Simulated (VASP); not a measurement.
Write the native input for VASP 6.6.1 that does the following.

| Item | Value |
| --- | --- |
| Task | single point |
| Functional | PBE |
| Potentials or basis | VASP PAW PBE potentials, release 64 (Cu) |
| Cutoff | 520 eV |
| k mesh | 16 × 16 × 16 |
| Occupations | fermi-dirac, width 0.15 eV |
| Spin | no spin polarisation |
| Dipole correction | no |
| Further INCAR settings | ALGO = Normal; EDIFF = 1e-06; NBANDS = 12 |

The structure of Cu lies in POSCAR:

```
Cu
1.0
    0.0000000000      1.7706018915      1.7706018915
    1.7706018915      0.0000000000      1.7706018915
    1.7706018915      1.7706018915      0.0000000000
Cu
1
Direct
    0.0000000000      0.0000000000      0.0000000000
```

These files were run (other wordings do the same):

INCAR

```
SYSTEM = Cu
PREC = Accurate
ENCUT = 520
EDIFF = 1E-6
ISMEAR = -1
SIGMA = 0.15
LREAL = .False.
LASPH = .True.
NELM = 80
ALGO = Normal
ISIF = 2
LWAVE = .False.
LCHARG = .False.
GGA = PE
NBANDS = 12
```

KPOINTS

```
regular mesh
0
Gamma
  16 16 16
  0 0 0
```

Potentials or basis: VASP PAW PBE potentials, release 64 (Cu).

Launch:

```console
$ cat potpaw_PBE.64/Cu/POTCAR > POTCAR
$ mpirun -np 1 vasp_std > vasp.out
```

It gave:

* Pressure: 13.3 GPa

Run time: 26 s on 1 thread of Intel Xeon 8259CL, with other jobs on the host, peak memory 0.14 GiB.
